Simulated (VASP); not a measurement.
# Ir (I4/mmm) in VASP: single point with PBEsol

Aim: the single point of Ir with PBEsol.

All numbers are computed with VASP 6.6.1; they aren't measurements. Logs are shortened: lines on timing, memory, paths and dates and some standing lists are left out, and cuts for length are marked.

## (1) The cell of the first run

Symmetry: I4/mmm, No. 139, tetragonal system. Conventional cell: a = 2.715 Å, b = 2.715 Å, c = 3.647 Å, α = 90.00°, β = 90.00°, γ = 90.00°. Ir (site symmetry 4/mmm) has 12 Ir at 2.65 to 2.71 Å within 3.5 Å.

## (2) Single point, PBEsol (strain -0.0500 x Voigt [0, 0, 1, 0, 0, 0])

INCAR

```
PREC = Accurate ; ENCUT = 560
EDIFF = 1E-6 ; ISMEAR = 0
SIGMA = 0.15 ; LREAL = False
LASPH = True ; NELM = 120
ALGO = Normal ; ISIF = 2
LWAVE = False ; LCHARG = True
GGA = PS ; LELF = True
LVHAR = True ; NBANDS = 14
GGA_COMPAT = False
```

KPOINTS

```
regular mesh
0
Gamma
  22 22 22
```

POSCAR

```
Ir
1.0
    0.0000000000      1.9197000000      1.8237150000
    1.9197000000      0.0000000000      1.8237150000
    1.9197000000      1.9197000000      0.0000000000
Ir
1
Direct
    0.0000000000      0.0000000000      0.0000000000
```

Potentials or basis: VASP PAW PBE potentials, release 64 (Ir_sv_GW).

Launch:

```sh
cat potpaw_PBE.64/Ir_sv_GW/POTCAR > POTCAR
mpirun -np 1 vasp_std > vasp.out
```

OUTCAR:

```text
PREC = Accurate
   ENCUT = 560
   EDIFF = 1E-6
   ISMEAR = 0
   LREAL = False
   LASPH = True
   NELM = 120
   ISIF = 2
   GGA = PS

 ion  position               nearest neighbor table
   1  0.000  0.000  0.000-

  LATTYP: Found a body centered tetragonal cell.
 ALAT       =     2.7148657757
 C/A-ratio  =     1.3435028843

  Lattice vectors:

 A1 = (   0.0000000000,  -1.9197000000,  -1.8237150000)
 A2 = (   0.0000000000,   1.9197000000,  -1.8237150000)
 A3 = (   1.9197000000,   0.0000000000,   1.8237150000)

Analysis of symmetry for initial positions (statically):
=====================================================================
 Subroutine PRICEL returns:
 Original cell was already a primitive cell.

 Routine SETGRP: Setting up the symmetry group for a
 body centered tetragonal supercell.

 Subroutine GETGRP returns: Found 16 space group operations
 (whereof 16 operations were pure point group operations)
 out of a pool of 16 trial point group operations.

The static configuration has the point symmetry D_4h.

Analysis of symmetry for dynamics (positions and initial velocities):
=====================================================================
 Subroutine PRICEL returns:
 Original cell was already a primitive cell.

 Routine SETGRP: Setting up the symmetry group for a
 body centered tetragonal supercell.

 Subroutine GETGRP returns: Found 16 space group operations
 (whereof 16 operations were pure point group operations)
 out of a pool of 16 trial point group operations.

The dynamic configuration has the point symmetry D_4h.

 Subroutine INISYM returns: Found 16 space group operations
 (whereof 16 operations are pure point group operations),
 and found     1 'primitive' translations

----------------------------------------------------------------------------------------

                                     Primitive cell

  volume of cell :      13.4417

  direct lattice vectors                    reciprocal lattice vectors
     0.000000000  1.919700000  1.823715000    -0.260457363  0.260457363  0.274165645
     1.919700000  0.000000000  1.823715000     0.260457363 -0.260457363  0.274165645
     1.919700000  1.919700000  0.000000000     0.260457363  0.260457363 -0.274165645

  length of vectors
     2.647864138  2.647864138  2.714865776     0.459176303  0.459176303  0.459176303

  position of ions in fractional coordinates (direct lattice)
     0.000000000  0.000000000  0.000000000

  ion indices of the primitive-cell ions
   primitive index   ion index
                 1           1

----------------------------------------------------------------------------------------

 KPOINTS: regular mesh

Automatic generation of k-mesh.
 Grid dimensions read from file:
 generate k-points for:   22   22   22

 Generating k-lattice:

  Cartesian coordinates                     Fractional coordinates (reciprocal lattice)
    -0.011838971  0.011838971  0.012462075     0.045454545  0.000000000  0.000000000
     0.011838971 -0.011838971  0.012462075     0.000000000  0.045454545  0.000000000
     0.011838971  0.011838971 -0.012462075     0.000000000  0.000000000  0.045454545

  Length of vectors
     0.020871650  0.020871650  0.020871650

  Shift w.r.t. Gamma in fractional coordinates (k-lattice)
     0.000000000  0.000000000  0.000000000

 Subroutine IBZKPT returns following result:
 ===========================================

 Found    834 irreducible k-points:

 Following reciprocal coordinates:
            Coordinates               Weight
  0.000000  0.000000  0.000000      1.000000
  0.045455 -0.000000  0.000000      8.000000
  0.090909 -0.000000  0.000000      8.000000
  0.136364 -0.000000  0.000000      8.000000
  0.181818  0.000000  0.000000      8.000000
  0.227273 -0.000000  0.000000      8.000000
[... 16 lines left out ...]
  0.500000  0.045455  0.000000      8.000000
 -0.454545  0.045455  0.000000      8.000000
 [... further k-points ...]
   k-points           NKPTS =    834   k-points in BZ     NKDIM =    834   number of bands    NBANDS=     14
   number of dos      NEDOS =    301   number of ions     NIONS =      1
   total plane-waves  NPLWV =   9600
   dimension x,y,z NGX =    20 NGY =   20 NGZ =   24
   dimension x,y,z NGXF=    40 NGYF=   40 NGZF=   48
   ions per type =               1
   NGX,Y,Z   is equivalent  to a cutoff of  12.56, 12.56, 14.70 a.u.
   NGXF,Y,Z  is equivalent  to a cutoff of  25.11, 25.11, 29.39 a.u.
 SYSTEM =  unknown system
   PREC   = accura    normal or accurate (medium, high low for compatibility)
   ISTART =      0    job   : 0-new  1-cont  2-samecut
   ICHARG =      2    charge: 1-file 2-atom 10-const
   ISPIN  =      1    spin polarized calculation?
   LNONCOLLINEAR =      F non collinear calculations
   LSORBIT =      F    spin-orbit coupling
   LASPH  =      T    aspherical Exc in radial PAW
   ENCUT  =  560.0 eV  41.16 Ry    6.42 a.u.   5.11  5.11  5.24*2*pi/ulx,y,z
   NELM   =    120;   NELMIN=  2; NELMDL= -5     # of ELM steps
   EDIFF  = 0.1E-05   stopping-criterion for ELM
   LREAL  =      F    real-space projection
[... 7 lines left out ...]
   TEBEG  =    0.0;   TEEND  =   0.0 temperature during run
   PSTRESS=    0.0 pullay stress
   NELECT =      17.0000    total number of electrons
   NUPDOWN=      -1.0000    fix difference up-down
   EMIN   =  10.00;   EMAX   =-10.00  energy-range for DOS
   EFERMI =   0.00;   METHOD = LEGACY
   ISMEAR =     0;   SIGMA  =   0.15  broadening in eV -4-tet -1-fermi 0-gaus
   EFERMI_NEDOS =   21; number of points for ismear=-14 and -15
   IALGO  =     38    algorithm
   IMIX   =      4    mixing-type and parameters
     AMIX     =   0.40;   BMIX     =  1.00
     AMIX_MAG =   1.60;   BMIX_MAG =  1.00
  volume/ion in A,a.u.               =      13.44        90.71
  Fermi-wavevector in a.u.,A,eV,Ry     =   1.770407  3.345585 42.645321  3.134343
  Thomas-Fermi vector in A             =   2.837204
   LORBIT       =      0    0 simple, 1 ext, 2 COOP (PROOUT), +10 PAW based schemes
   GGA     = PS    functional components
   LHFCALC =     F    Hartree Fock is set to
   AEXX    =    0.0000 exact exchange contribution
   IVDW    =     0    specifies the selected vdW correction
   LEPSILON=     F    determine dielectric tensor
   LRPA    =     F    only Hartree local field effects (RPA)
 non-spin polarized calculation
 Gauss-broadening in eV      SIGMA  =   0.15
  energy-cutoff  :      560.00
  volume of cell :       13.44
 maximum number of plane-waves:       428
   NGX = 11   NGY = 11   NGZ = 11

 number of electron      17.0000000 magnetization

 Free energy of the ion-electron system (eV)
  ---------------------------------------------------
  ext. energy  EPLUGINS =         0.00000000
  ---------------------------------------------------
  free energy    TOTEN  =       -10.33582014 eV

  energy without entropy =      -10.32483884  energy(sigma->0) =      -10.33032949

 E-fermi :  13.7210     XC(G=0): -15.0378

 val. band max:       13.7202996376   @ k =   0.3182   0.1818   0.1364
 cond. band min:      13.7235935735   @ k =  -0.4091   0.0909   0.4545
 fundamental gap:      0.0032939358
 Fermi energy:        13.7210000454

 k-point     1 :       0.0000    0.0000    0.0000
  band No.  band energies     occupation
      1     -79.4187      2.00000
      2     -35.7605      2.00000
      3     -35.7605      2.00000
      4     -35.7129      2.00000
      5       2.0317      2.00000
      6       9.3385      2.00000
      7       9.3385      2.00000
      8      10.0263      2.00000
      9      12.0010      2.00000
     10      12.9220      2.00000
     11      27.2265      0.00000
     12      32.3922      0.00000
     13      32.3922      0.00000
     14      34.2188      0.00000

 k-point     2 :       0.0455   -0.0000    0.0000
  band No.  band energies     occupation
      1     -79.4169      2.00000
      2     -35.7751      2.00000
      3     -35.7639      2.00000
      4     -35.7203      2.00000
      5       2.1302      2.00000
      6       9.3210      2.00000
      7       9.3813      2.00000
      8      10.0303      2.00000
      9      11.9791      2.00000
     10      12.8836      2.00000
     11      27.4023      0.00000
     12      32.1766      0.00000
     13      32.5561      0.00000
     14      34.1214      0.00000

 k-point     3 :       0.0909   -0.0000    0.0000
  band No.  band energies     occupation
      1     -79.4120      2.00000
      2     -35.8269      2.00000
      3     -35.7737      2.00000
      4     -35.7328      2.00000
      5       2.4184      2.00000
      6       9.2459      2.00000
      7       9.4964      2.00000
      8      10.0733      2.00000
      9      11.9319      2.00000
     10      12.7830      2.00000
     11      27.9004      0.00000
     12      31.4151      0.00000
     13      33.0393      0.00000
     14      34.3312      0.00000
[... 324 lines left out ...]
 k-point    23 :       0.5000    0.0455    0.0000
  band No.  band energies     occupation
      1     -79.3343      2.00000
      2     -36.6845      2.00000
      3     -35.9323      2.00000
      4     -35.8399      2.00000
      5       5.1597      2.00000
      6       9.1338      2.00000
      7       9.7346      2.00000
      8      12.3649      2.00000
      9      14.9854      0.00000
     10      15.0132      0.00000
     11      21.5745      0.00000
     12      27.0383      0.00000
     13      32.7499      0.00000
     14      33.5833      0.00000

 k-point    24 :      -0.4545    0.0455    0.0000
  band No.  band energies     occupation
      1     -79.3350      2.00000
      2     -36.6757      2.00000
      3     -35.9274      2.00000
      4     -35.8429      2.00000
      5       5.1635      2.00000
      6       9.1374      2.00000
      7       9.7389      2.00000
      8      12.3093      2.00000
      9      14.8113      0.00000
     10      14.9911      0.00000
     11      21.7677      0.00000
     12      27.0821      0.00000
     13      33.0803      0.00000
     14      33.4821      0.00000

 [... further k-points ...]

------------------------ aborting loop because EDIFF is reached ----------------------------------------

  FORCE on cell =-STRESS in cart. coord.  units (eV):
  Direction    XX          YY          ZZ          XY          YZ          ZX
  --------------------------------------------------------------------------------------
  -------------------------------------------------------------------------------------
  Total        0.9003172      0.9003172      2.6916094      0.0000000      0.0000000      0.0000000
  in kB      107.3130208    107.3130208    320.8255263      0.0000000      0.0000000      0.0000000
  external PRESSURE =     178.4838559 kB  Pullay stress =       0.0000000 kB

 VOLUME and BASIS-vectors are now :
 -----------------------------------------------------------------------------
  energy-cutoff  :      560.00
  volume of cell :       13.44
      direct lattice vectors                 reciprocal lattice vectors
     0.000000000  1.919700000  1.823715000    -0.260457363  0.260457363  0.274165645
     1.919700000  0.000000000  1.823715000     0.260457363 -0.260457363  0.274165645
     1.919700000  1.919700000  0.000000000     0.260457363  0.260457363 -0.274165645

 POSITION                                       TOTAL-FORCE (eV/Angst)
 -----------------------------------------------------------------------------------
      0.00000      0.00000      0.00000         0.000000      0.000000      0.000000
 -----------------------------------------------------------------------------------
    total drift:                                0.000000     -0.000000     -0.000000

  FREE ENERGIE OF THE ION-ELECTRON SYSTEM (eV)
  ---------------------------------------------------
  free  energy   TOTEN  =       -10.3358201425 eV

  energy  without entropy=      -10.3248388411  energy(sigma->0) =      -10.33032949
```

Wall time 70 s (1 thread of AMD EPYC 9R45 (Zen 5), shared host); peak memory 0.26 GiB.

What came out:

- Free energy: -10.3358 eV
- Pressure: 17.8 GPa
- Band gap on the k mesh: zero (an odd number of electrons rules out a gap without spin polarisation)

Caveat: the cell differs from its parent crystal (strain -0.0500 x Voigt [0, 0, 1, 0, 0, 0]); the stress differs along the axes, from 11 to 32 GPa; the PAW data sets were made with another functional, which shifts forces and pressure a little; spin-orbit coupling is left out, which moves the levels of the heavy elements.
